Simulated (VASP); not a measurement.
# Fe (Im-3m) in VASP: further runs

The runs below take Fe through single point, with PBE, PBE+D3(BJ).

Everything below comes from runs of VASP 6.6.1. Logs are shortened: lines on timing, memory, paths and dates and some standing lists are left out, and cuts for length are marked.

## (1) The cell of the first run

Symmetry: Im-3m, No. 229, cubic system. The conventional cell has a = 2.863 Å, b = 2.863 Å, c = 2.863 Å, α = 90.00°, β = 90.00°, γ = 90.00°. Fe (site symmetry m-3m) has 14 Fe at 2.48 to 2.86 Å within 3.3 Å.

## (2) Single point, PBE, collinear spin, ferromagnetic start

File INCAR:

```
SYSTEM = Fe
ALGO = Fast
EDIFF = 1E-6
ENCUT = 520
GGA = PE
ISIF = 2
ISMEAR = -4
ISPIN = 2
LASPH = .True.
LCHARG = .True.
LELF = .True.
LMAXMIX = 4
LORBIT = 11
LREAL = .False.
LVHAR = .True.
LWAVE = .False.
MAGMOM = 4
NBANDS = 14
NELM = 150
PREC = Accurate
SIGMA = 0.1
```

File KPOINTS:

```
k-points
0
Gamma
  8 8 8
  0 0 0
```

File POSCAR:

```
Fe
1.0
   -1.4315177495      1.4315177495      1.4315177495
    1.4315177495     -1.4315177495      1.4315177495
    1.4315177495      1.4315177495     -1.4315177495
Fe
1
Direct
    0.0000000000      0.0000000000      0.0000000000
```

Potentials or basis: VASP PAW PBE potentials, release 64 (Fe).

Launch:

```
cat potpaw_PBE.64/Fe/POTCAR > POTCAR
mpirun -np 1 vasp_std > vasp.out
```

OUTCAR:

```text
SYSTEM = Fe
   EDIFF = 1E-6
   ENCUT = 520
   GGA = PE
   ISIF = 2
   ISMEAR = -4
   ISPIN = 2
   LASPH = .True.
   LORBIT = 11
   LREAL = .False.
   NELM = 150
   PREC = Accurate

 ion  position               nearest neighbor table
   1  0.000  0.000  0.000-

  LATTYP: Found a body centered cubic cell.
 ALAT       =     2.8630354990

  Lattice vectors:

 A1 = (  -1.4315177495,   1.4315177495,   1.4315177495)
 A2 = (   1.4315177495,  -1.4315177495,   1.4315177495)
 A3 = (   1.4315177495,   1.4315177495,  -1.4315177495)

Analysis of symmetry for initial positions (statically):
=====================================================================
 Subroutine PRICEL returns:
 Original cell was already a primitive cell.

 Routine SETGRP: Setting up the symmetry group for a
 body centered cubic supercell.

 Subroutine GETGRP returns: Found 48 space group operations
 (whereof 48 operations were pure point group operations)
 out of a pool of 48 trial point group operations.

The static configuration has the point symmetry O_h .

Analysis of symmetry for dynamics (positions and initial velocities):
=====================================================================
 Subroutine PRICEL returns:
 Original cell was already a primitive cell.

 Routine SETGRP: Setting up the symmetry group for a
 body centered cubic supercell.

 Subroutine GETGRP returns: Found 48 space group operations
 (whereof 48 operations were pure point group operations)
 out of a pool of 48 trial point group operations.

The dynamic configuration has the point symmetry O_h .

Analysis of structural, dynamic, and magnetic symmetry:
=====================================================================
 Subroutine PRICEL returns:
 Original cell was already a primitive cell.

 Routine SETGRP: Setting up the symmetry group for a
 body centered cubic supercell.

 Subroutine GETGRP returns: Found 48 space group operations
 (whereof 48 operations were pure point group operations)
 out of a pool of 48 trial point group operations.

The overall configuration has the point symmetry O_h .

 Subroutine INISYM returns: Found 48 space group operations
 (whereof 48 operations are pure point group operations),
 and found     1 'primitive' translations

----------------------------------------------------------------------------------------

                                     Primitive cell

  volume of cell :      11.7341

  direct lattice vectors                    reciprocal lattice vectors
    -1.431517749  1.431517749  1.431517749     0.000000000  0.349279637  0.349279637
     1.431517749 -1.431517749  1.431517749     0.349279637  0.000000000  0.349279637
     1.431517749  1.431517749 -1.431517749     0.349279637  0.349279637  0.000000000

  length of vectors
     2.479461474  2.479461474  2.479461474     0.493956000  0.493956000  0.493956000

  position of ions in fractional coordinates (direct lattice)
     0.000000000  0.000000000  0.000000000

  ion indices of the primitive-cell ions
   primitive index   ion index
                 1           1

----------------------------------------------------------------------------------------

 KPOINTS: k-points

Automatic generation of k-mesh.
 Grid dimensions read from file:
 generate k-points for:    8    8    8

 Generating k-lattice:

  Cartesian coordinates                     Fractional coordinates (reciprocal lattice)
     0.000000000  0.043659955  0.043659955     0.125000000  0.000000000  0.000000000
     0.043659955  0.000000000  0.043659955     0.000000000  0.125000000  0.000000000
     0.043659955  0.043659955  0.000000000     0.000000000  0.000000000  0.125000000

  Length of vectors
     0.061744500  0.061744500  0.061744500

  Shift w.r.t. Gamma in fractional coordinates (k-lattice)
     0.000000000  0.000000000  0.000000000

 TETIRR: Found    513 inequivalent tetrahedra from     3072

 Subroutine IBZKPT returns following result:
 ===========================================

 Found     29 irreducible k-points:

 Following reciprocal coordinates:
            Coordinates               Weight
  0.000000  0.000000  0.000000      1.000000
  0.125000  0.000000  0.000000     12.000000
  0.250000  0.000000  0.000000     12.000000
  0.375000  0.000000  0.000000     12.000000
  0.500000  0.000000  0.000000      6.000000
  0.125000  0.125000  0.000000     24.000000
[... 16 lines left out ...]
 -0.250000  0.250000  0.250000      6.000000
 -0.375000  0.375000  0.250000     24.000000
 [... further k-points ...]
   k-points           NKPTS =     29   k-points in BZ     NKDIM =     29   number of bands    NBANDS=     14
   number of dos      NEDOS =    301   number of ions     NIONS =      1
   total plane-waves  NPLWV =   5832
   dimension x,y,z NGX =    18 NGY =   18 NGZ =   18
   dimension x,y,z NGXF=    36 NGYF=   36 NGZF=   36
   ions per type =               1
   NGX,Y,Z   is equivalent  to a cutoff of  12.07, 12.07, 12.07 a.u.
   NGXF,Y,Z  is equivalent  to a cutoff of  24.14, 24.14, 24.14 a.u.
 SYSTEM =  Fe
   PREC   = accura    normal or accurate (medium, high low for compatibility)
   ISTART =      0    job   : 0-new  1-cont  2-samecut
   ICHARG =      2    charge: 1-file 2-atom 10-const
   ISPIN  =      2    spin polarized calculation?
   LNONCOLLINEAR =      F non collinear calculations
   LSORBIT =      F    spin-orbit coupling
   LASPH  =      T    aspherical Exc in radial PAW
   ENCUT  =  520.0 eV  38.22 Ry    6.18 a.u.   4.61  4.61  4.61*2*pi/ulx,y,z
   NELM   =    150;   NELMIN=  2; NELMDL= -5     # of ELM steps
   EDIFF  = 0.1E-05   stopping-criterion for ELM
   LREAL  =      F    real-space projection
   EDIFFG = 0.1E-04   stopping-criterion for IOM
   NSW    =      0    number of steps for IOM
   IBRION =     -1    ionic relax: 0-MD 1-quasi-New 2-CG
   NFREE  =      0    steps in history (QN), initial steepest desc. (CG)
   ISIF   =      2    stress and relaxation
   ISYM   =      2    0-nonsym 1-usesym 2-fastsym
   POTIM  = 0.5000    time-step for ionic-motion
   TEBEG  =    0.0;   TEEND  =   0.0 temperature during run
   PSTRESS=    0.0 pullay stress
   NELECT =       8.0000    total number of electrons
   NUPDOWN=      -1.0000    fix difference up-down
   EMIN   =  10.00;   EMAX   =-10.00  energy-range for DOS
   EFERMI =   0.00;   METHOD = LEGACY
   ISMEAR =    -4;   SIGMA  =   0.10  broadening in eV -4-tet -1-fermi 0-gaus
   EFERMI_NEDOS =   21; number of points for ismear=-14 and -15
   IALGO  =     68    algorithm
   IMIX   =      4    mixing-type and parameters
     AMIX     =   0.40;   BMIX     =  1.00
     AMIX_MAG =   1.60;   BMIX_MAG =  1.00
  volume/ion in A,a.u.               =      11.73        79.19
  Fermi-wavevector in a.u.,A,eV,Ry     =   1.440859  2.722828 28.246703  2.076074
  Thomas-Fermi vector in A             =   2.559556
   LORBIT       =     11    0 simple, 1 ext, 2 COOP (PROOUT), +10 PAW based schemes
   GGA     = PE    functional components
   LHFCALC =     F    Hartree Fock is set to
   AEXX    =    0.0000 exact exchange contribution
   IVDW    =     0    specifies the selected vdW correction
   LEPSILON=     F    determine dielectric tensor
   LRPA    =     F    only Hartree local field effects (RPA)
 spin polarized calculation
 RMM-DIIS sequential band-by-band and
 Fermi weights with tetrahedron method witout Bloechl corrections
  energy-cutoff  :      520.00
  volume of cell :       11.73
 maximum number of plane-waves:       325
   NGX =  9   NGY =  9   NGZ =  9

 number of electron       7.9999999 magnetization       2.2381699

 Free energy of the ion-electron system (eV)
  ---------------------------------------------------
  ext. energy  EPLUGINS =         0.00000000
  ---------------------------------------------------
  free energy    TOTEN  =        -8.17352820 eV

  energy without entropy =       -8.17352820  energy(sigma->0) =       -8.17352820

 E-fermi :   5.4225     XC(G=0): -12.9342

 val. band max:        6.1040691627   @ k =   0.5000   0.0000   0.0000
 cond. band min:       5.2295202537   @ k =   0.0000   0.0000   0.0000
 fundamental gap:     -0.8745489090
 Fermi energy:         5.4225354461

 spin component 1

 k-point     1 :       0.0000    0.0000    0.0000
  band No.  band energies     occupation
      1      -2.7293      1.00000
      2       3.2296      1.00000
      3       3.2296      1.00000
      4       3.2296      1.00000
      5       4.4047      1.00000
      6       4.4047      1.00000
      7      30.2243      0.00000
      8      30.2243      0.00000
      9      30.2243      0.00000
     10      35.1057      0.00000
     11      35.1057      0.00000
     12      37.2070      0.00000
     13      37.2193      0.00000
     14      37.3633      0.00000
[... 375 lines left out ...]
 k-point    24 :      -0.3750    0.3750    0.2500
  band No.  band energies     occupation
      1       1.5093      1.00000
      2       1.9958      1.00000
      3       3.6719      1.00000
      4       4.0792      1.00000
      5       5.1747      0.95236
      6       7.7235      0.00170
      7      16.9985      0.00000
      8      19.8871      0.00000
      9      22.6130      0.00000
     10      26.0000      0.00000
     11      35.4348      0.00000
     12      37.4455      0.00000
     13      40.2826      0.00000
     14      45.0344      0.00000

 [... further k-points ...]

 spin component 2

 k-point     1 :       0.0000    0.0000    0.0000
  band No.  band energies     occupation
      1      -2.6016      1.00000
      2       5.2294      1.00000
      3       5.2295      1.00000
      4       5.2295      0.29955
      5       7.1717      0.00000
      6       7.1718      0.00000
      7      29.9136      0.00000
      8      29.9136      0.00000
      9      29.9136      0.00000
     10      35.2316      0.00000
     11      35.2316      0.00000
     12      38.5710      0.00000
     13      38.5716      0.00000
     14      38.5716      0.00000
[... 375 lines left out ...]
 k-point    24 :      -0.3750    0.3750    0.2500
  band No.  band energies     occupation
      1       2.7544      1.00000
      2       3.9607      1.00000
      3       5.6081      0.49714
      4       6.1354      0.00000
      5       7.3988      0.00000
      6       9.2804      0.00000
      7      17.7854      0.00000
      8      20.4585      0.00000
      9      23.2048      0.00000
     10      26.4451      0.00000
     11      36.1372      0.00000
     12      37.8552      0.00000
     13      40.7036      0.00000
     14      45.4152      0.00000

 [... further k-points ...]
[... 5 lines left out ...]
  --------------------------------------------------------------------------------------
  -------------------------------------------------------------------------------------
  Total       -0.3429506     -0.3429506     -0.3429506      0.0000000      0.0000000      0.0000000
  in kB      -46.8265257    -46.8265257    -46.8265257      0.0000000      0.0000000      0.0000000
  external PRESSURE =     -46.8265257 kB  Pullay stress =       0.0000000 kB

 VOLUME and BASIS-vectors are now :
 -----------------------------------------------------------------------------
  energy-cutoff  :      520.00
  volume of cell :       11.73
      direct lattice vectors                 reciprocal lattice vectors
    -1.431517749  1.431517749  1.431517749     0.000000000  0.349279637  0.349279637
     1.431517749 -1.431517749  1.431517749     0.349279637  0.000000000  0.349279637
     1.431517749  1.431517749 -1.431517749     0.349279637  0.349279637  0.000000000

 POSITION                                       TOTAL-FORCE (eV/Angst)
 -----------------------------------------------------------------------------------
      0.00000      0.00000      0.00000        -0.000000      0.000000      0.000000
 -----------------------------------------------------------------------------------
    total drift:                                0.000000     -0.000000     -0.000000

  FREE ENERGIE OF THE ION-ELECTRON SYSTEM (eV)
  ---------------------------------------------------
  free  energy   TOTEN  =        -8.1735282014 eV

  energy  without entropy=       -8.1735282014  energy(sigma->0) =       -8.17352820

 total charge

# of ion       s       p       d       tot
------------------------------------------
    1        0.472   0.517   6.213   7.201

 magnetization (x)

# of ion       s       p       d       tot
------------------------------------------
    1       -0.016  -0.066   2.330   2.248
```

It took 23 s on 1 thread of Intel Xeon 8259CL, shared host; peak memory 0.13 GiB.

What came out:

```yaml
Free_energy: -8.1735 eV
Pressure: -4.7 GPa
Net_moment: 2.24 μB per cell
Site_moments: Fe +2.25 μB
Valence_electrons_inside_the_program's_atomic_spheres: Fe 7.20
```

Caveat: the k points lie up to 0.39 Å⁻¹ apart.

## (3) Single point, PBE+D3(BJ), collinear spin, ferromagnetic start

File INCAR:

```
ALGO = Fast
EDIFF = 1E-7
ENCUT = 520
GGA = PE
ISIF = 2
ISMEAR = 0
ISPIN = 2
IVDW = 12
LASPH = True
LCHARG = False
LMAXMIX = 4
LORBIT = 11
LREAL = False
LWAVE = False
MAGMOM = 4
NBANDS = 14
NELM = 150
PREC = Accurate
SIGMA = 0.1
```

File KPOINTS:

```
k-points
0
Gamma
  8 8 8
```

POSCAR is that of step 2.

Potentials or basis: VASP PAW PBE potentials, release 64 (Fe).

Launch:

```
cat potpaw_PBE.64/Fe/POTCAR > POTCAR
mpirun -np 1 vasp_std > vasp.out
```

Run time: 25 s. Hardware: 1 thread of Intel Xeon 8259CL, shared host; peak memory 0.14 GiB.

The run converged. Its results:

```yaml
Free_energy: -8.5743 eV
Pressure: -8.2 GPa
Net_moment: 2.35 μB per cell
Site_moments: Fe +2.36 μB
Valence_electrons_inside_the_program's_atomic_spheres: Fe 7.20
Dispersion_energy_per_atom: -0.346 eV
```

Levels at points of the mesh, in eV from the Fermi level:
Spin up:
| k point | band 2 | band 3 | band 4 | band 5 | band 6 | band 7 | band 8 | band 9 |
| --- | --- | --- | --- | --- | --- | --- | --- | --- |
| (0.00, 0.00, 0.00) | -2.28 | -2.28 | -2.28 | -1.07 | -1.07 | 24.74 | 24.74 | 24.74 |
| (0.50, 0.00, 0.00) | -3.30 | -1.03 | -0.90 | 0.27 | 0.56 | 7.07 | 18.13 | 19.72 |
| (0.50, 0.50, 0.50) | -4.64 | 0.02 | 0.02 | 0.02 | 9.72 | 9.72 | 9.72 | 15.36 |
Spin down:
| k point | band 1 | band 2 | band 3 | band 4 | band 5 | band 6 |
| --- | --- | --- | --- | --- | --- | --- |
| (0.00, 0.00, 0.00) | -8.06 | -0.15 | -0.15 | -0.15 | 1.76 | 1.76 |
| (0.50, 0.00, 0.00) | -3.38 | -1.40 | 0.64 | 1.63 | 2.00 | 2.73 |
| (0.50, 0.50, 0.50) | -2.77 | -2.77 | 2.44 | 2.44 | 2.44 | 10.02 |

Caveat: the k points lie up to 0.39 Å⁻¹ apart; three body term missing; pairwise dispersion overbinds metals, which lowers pressure and volume.
